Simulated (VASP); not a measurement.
# NaF (Fmmm) in VASP: a series of runs

NaF is run at these levels: r2SCAN; tasks: single point.

Everything below comes from runs of VASP 6.6.1. Logs are shortened: lines on timing, memory, paths and dates and some standing lists are left out, and cuts for length are marked.

## 1. The cell of the first run

Symmetry: Fmmm, No. 69, orthorhombic system. Conventional cell: a = 4.385 Å, b = 4.647 Å, c = 4.908 Å, α = 90.00°, β = 90.00°, γ = 90.00°. Na (site symmetry mmm) has 6 F at 2.19 to 2.45 Å within 2.9 Å. Within 2.9 Å of F (site symmetry mmm) lie 6 Na at 2.19 to 2.45 Å.

## 2. Single point, r2SCAN (strain +0.0562 x Voigt [1, -1, 0, 0, 0, 0])

POSCAR

```
NaF
1.0
    0.0000000000      2.1927305400      2.3233000000
    2.4538694600      0.0000000000      2.3233000000
    2.4538694600      2.1927305400      0.0000000000
Na F
1 1
Direct
    0.0000000000      0.0000000000      0.0000000000
    0.5000000000      0.5000000000      0.5000000000
```

INCAR.step1

```
PREC = Accurate
ENCUT = 520
ISMEAR = 0
SIGMA = 0.05
LREAL = False
LASPH = True
NELM = 100
NBANDS = 14
GGA = PE
ALGO = Normal
EDIFF = 1E-4
LWAVE = True
LCHARG = False
```

INCAR.step2

```
PREC = Accurate
ENCUT = 520
EDIFF = 1E-6
ISMEAR = 0
SIGMA = 0.05
LREAL = False
LASPH = True
NELM = 100
ALGO = Normal
ISIF = 2
LWAVE = False
LCHARG = False
METAGGA = R2SCAN
LMIXTAU = True
NBANDS = 14
ISTART = 1
```

KPOINTS

```
regular mesh
0
Gamma
  8 8 8
```

Potentials or basis: VASP PAW PBE potentials, release 64 (Na_pv, F).

The run is started by

```console
> cat potpaw_PBE.64/Na_pv/POTCAR potpaw_PBE.64/F/POTCAR > POTCAR
> cp INCAR.step1 INCAR
> mpirun -np 1 vasp_std > vasp.out
> cp INCAR.step2 INCAR
> mpirun -np 1 vasp_std > vasp.out
```

OUTCAR:

```text
PREC = Accurate
   ENCUT = 520
   EDIFF = 1E-6
   ISMEAR = 0
   LREAL = False
   LASPH = True
   NELM = 100
   ISIF = 2
   METAGGA = R2SCAN
   ISTART = 1

 ion  position               nearest neighbor table
   1  0.000  0.000  0.000-   2 2.19   2 2.19   2 2.32   2 2.32
   2  0.500  0.500  0.500-   1 2.19   1 2.19   1 2.32   1 2.32

  LATTYP: Found a face centered orthorhombic cell.
 ALAT       =     4.3854610800
 B/A-ratio  =     1.0595465141
 C/A-ratio  =     1.1190930282

  Lattice vectors:

 A1 = (  -2.4538694600,   0.0000000000,  -2.3233000000)
 A2 = (  -2.4538694600,   2.1927305400,   0.0000000000)
 A3 = (   0.0000000000,   2.1927305400,  -2.3233000000)

Analysis of symmetry for initial positions (statically):
=====================================================================
 Subroutine PRICEL returns:
 Original cell was already a primitive cell.

 Routine SETGRP: Setting up the symmetry group for a
 face centered orthorhombic supercell.

 Subroutine GETGRP returns: Found  8 space group operations
 (whereof  8 operations were pure point group operations)
 out of a pool of  8 trial point group operations.

The static configuration has the point symmetry D_2h.

Analysis of symmetry for dynamics (positions and initial velocities):
=====================================================================
 Subroutine PRICEL returns:
 Original cell was already a primitive cell.

 Routine SETGRP: Setting up the symmetry group for a
 face centered orthorhombic supercell.

 Subroutine GETGRP returns: Found  8 space group operations
 (whereof  8 operations were pure point group operations)
 out of a pool of  8 trial point group operations.

The dynamic configuration has the point symmetry D_2h.

 Subroutine INISYM returns: Found  8 space group operations
 (whereof  8 operations are pure point group operations),
 and found     1 'primitive' translations

----------------------------------------------------------------------------------------

                                     Primitive cell

  volume of cell :      25.0018

  direct lattice vectors                    reciprocal lattice vectors
     0.000000000  2.192730540  2.323300000    -0.203759820  0.228026194  0.215211122
     2.453869460  0.000000000  2.323300000     0.203759820 -0.228026194  0.215211122
     2.453869460  2.192730540  0.000000000     0.203759820  0.228026194 -0.215211122

[... 86 lines left out ...]
   NSW    =      0    number of steps for IOM
   IBRION =     -1    ionic relax: 0-MD 1-quasi-New 2-CG
   NFREE  =      0    steps in history (QN), initial steepest desc. (CG)
   ISIF   =      2    stress and relaxation
   ISYM   =      2    0-nonsym 1-usesym 2-fastsym
   POTIM  = 0.5000    time-step for ionic-motion
   TEBEG  =    0.0;   TEEND  =   0.0 temperature during run
   PSTRESS=    0.0 pullay stress
   NELECT =      14.0000    total number of electrons
   NUPDOWN=      -1.0000    fix difference up-down
   EMIN   =  10.00;   EMAX   =-10.00  energy-range for DOS
   EFERMI =   0.00;   METHOD = LEGACY
   ISMEAR =     0;   SIGMA  =   0.05  broadening in eV -4-tet -1-fermi 0-gaus
   EFERMI_NEDOS =   21; number of points for ismear=-14 and -15
   IALGO  =     38    algorithm
   IMIX   =      4    mixing-type and parameters
     AMIX     =   0.40;   BMIX     =  1.00
     AMIX_MAG =   1.60;   BMIX_MAG =  1.00
  volume/ion in A,a.u.               =      12.50        84.36
  Fermi-wavevector in a.u.,A,eV,Ry     =   1.349357  2.549915 24.772999  1.820764
  Thomas-Fermi vector in A             =   2.476950
   LORBIT       =      0    0 simple, 1 ext, 2 COOP (PROOUT), +10 PAW based schemes
   METAGGA = R2SCAN    functional components
   LHFCALC =     F    Hartree Fock is set to
   AEXX    =    0.0000 exact exchange contribution
   IVDW    =     0    specifies the selected vdW correction
   LEPSILON=     F    determine dielectric tensor
   LRPA    =     F    only Hartree local field effects (RPA)
 non-spin polarized calculation
 Gauss-broadening in eV      SIGMA  =   0.05
  energy-cutoff  :      520.00
  volume of cell :       25.00
 maximum number of plane-waves:       696
   NGX = 11   NGY = 13   NGZ = 13

 number of electron      13.9999992 magnetization

 Free energy of the ion-electron system (eV)
  ---------------------------------------------------
  ext. energy  EPLUGINS =         0.00000000
  ---------------------------------------------------
  free energy    TOTEN  =       -12.55604134 eV

  energy without entropy =      -12.55604134  energy(sigma->0) =      -12.55604134

 E-fermi :  -2.4478     XC(G=0):  -9.7340

 val. band max:       -2.7453564743   @ k =   0.0000   0.0000   0.0000
 cond. band min:       4.3643769084   @ k =   0.0000   0.0000   0.0000
 fundamental gap:      7.1097333827
 Fermi energy:        -2.4478440300

 k-point     1 :       0.0000    0.0000    0.0000
  band No.  band energies     occupation
      1     -23.0480      2.00000
      2     -22.2473      2.00000
      3     -22.2245      2.00000
      4     -22.2130      2.00000
      5      -2.7574      2.00000
      6      -2.7478      2.00000
      7      -2.7454      2.00000
      8       4.3644      0.00000
      9      16.7034      0.00000
     10      17.0963      0.00000
     11      17.4725      0.00000
     12      19.7387      0.00000
     13      20.9103      0.00000
     14      23.7753      0.00000
[... 377 lines left out ...]
      1     -23.4002      2.00000
      2     -22.2687      2.00000
      3     -22.2397      2.00000
      4     -21.7297      2.00000
      5      -3.9705      2.00000
      6      -3.0340      2.00000
      7      -3.0209      2.00000
      8       7.7176      0.00000
      9      11.7753      0.00000
     10      17.5062      0.00000
     11      17.9877      0.00000
     12      19.9252      0.00000
     13      21.5781      0.00000
     14      24.6539      0.00000

 [... further k-points ...]
[... 5 lines left out ...]
  --------------------------------------------------------------------------------------
  -------------------------------------------------------------------------------------
  Total       -0.7921818      0.7536718     -0.3039990      0.0000000      0.0000000      0.0000000
  in kB      -50.7648910     48.2970739    -19.4809795      0.0000000      0.0000000      0.0000000
  external PRESSURE =      -7.3162656 kB  Pullay stress =       0.0000000 kB

 VOLUME and BASIS-vectors are now :
 -----------------------------------------------------------------------------
  energy-cutoff  :      520.00
  volume of cell :       25.00
      direct lattice vectors                 reciprocal lattice vectors
     0.000000000  2.192730540  2.323300000    -0.203759820  0.228026194  0.215211122
     2.453869460  0.000000000  2.323300000     0.203759820 -0.228026194  0.215211122
     2.453869460  2.192730540  0.000000000     0.203759820  0.228026194 -0.215211122

 POSITION                                       TOTAL-FORCE (eV/Angst)
 -----------------------------------------------------------------------------------
      0.00000      0.00000      0.00000         0.000000      0.000000      0.000000
      2.45387      2.19273      2.32330         0.000000     -0.000000      0.000000
 -----------------------------------------------------------------------------------
    total drift:                                0.000000     -0.000000      0.000000

  FREE ENERGIE OF THE ION-ELECTRON SYSTEM (eV)
  ---------------------------------------------------
  free  energy   TOTEN  =       -12.5560413404 eV

  energy  without entropy=      -12.5560413404  energy(sigma->0) =      -12.55604134
```

OUTCAR.step1:

```text
PREC = Accurate
   ENCUT = 520
   ISMEAR = 0
   LREAL = False
   LASPH = True
[... 631 lines left out ...]
      0.00000      0.00000      0.00000         0.000000      0.000000     -0.000000
      2.45387      2.19273      2.32330         0.000000     -0.000000      0.000000
 -----------------------------------------------------------------------------------
    total drift:                                0.000000     -0.000000      0.000000

  FREE ENERGIE OF THE ION-ELECTRON SYSTEM (eV)
  ---------------------------------------------------
  free  energy   TOTEN  =        -8.5189021048 eV

  energy  without entropy=       -8.5189021048  energy(sigma->0) =       -8.51890210
```

OSZICAR.step1:

```text
N       E                     dE             d eps       ncg     rms          rms(c)
DAV:   1     0.110218280621E+03    0.11022E+03   -0.77531E+03  2696   0.121E+03
DAV:   2    -0.387528838529E+01   -0.11409E+03   -0.10607E+03  2954   0.343E+02
DAV:   3    -0.939197635741E+01   -0.55167E+01   -0.55062E+01  3272   0.690E+01
DAV:   4    -0.943521858966E+01   -0.43242E-01   -0.43240E-01  3092   0.658E+00
DAV:   5    -0.943565027761E+01   -0.43169E-03   -0.43169E-03  3308   0.658E-01    0.548E+00
DAV:   6    -0.852704658426E+01    0.90860E+00   -0.31516E+00  3332   0.151E+01    0.183E+00
DAV:   7    -0.851677627609E+01    0.10270E-01   -0.32403E-02  2792   0.205E+00    0.107E+00
DAV:   8    -0.851829521601E+01   -0.15189E-02   -0.29222E-02  2846   0.332E+00    0.153E-01
DAV:   9    -0.851896972443E+01   -0.67451E-03   -0.42155E-03  3412   0.605E-01    0.118E-01
DAV:  10    -0.851890210484E+01    0.67620E-04   -0.76399E-04  2870   0.334E-01
   1 F= -.85189021E+01 E0= -.85189021E+01  d E =-.655331E-25
```

Wall time 92 s (1 thread of Intel Xeon 8259CL, shared host); peak memory 0.16 GiB.

What came out:

- Free energy: -12.5560 eV
- Pressure: -0.7 GPa
- Band gap on the k mesh: 7.11 eV

Levels at points of the mesh, in eV from the valence-band top:
| k point | band 5 | band 6 | band 7 | band 8 | band 9 | band 10 |
| --- | --- | --- | --- | --- | --- | --- |
| (0.00, 0.00, 0.00) | -0.01 | 0.00 | 0.00 | 7.11 | 19.45 | 19.84 |
| (0.50, 0.00, 0.00) | -1.55 | -0.31 | -0.24 | 11.58 | 13.33 | 20.52 |
| (0.50, 0.50, 0.00) | -1.27 | -0.47 | -0.32 | 13.99 | 14.01 | 14.73 |
| (0.50, 0.00, 0.50) | -1.15 | -0.54 | -0.45 | 13.36 | 14.80 | 15.04 |
| (0.00, 0.50, 0.50) | -1.34 | -0.34 | -0.28 | 13.26 | 14.50 | 14.63 |

Caveat: the cell differs from its parent crystal (strain +0.0562 x Voigt [1, -1, 0, 0, 0, 0]); the PAW data sets were made with another functional, which shifts forces and pressure a little.

(Continued in part 2 of 2.)
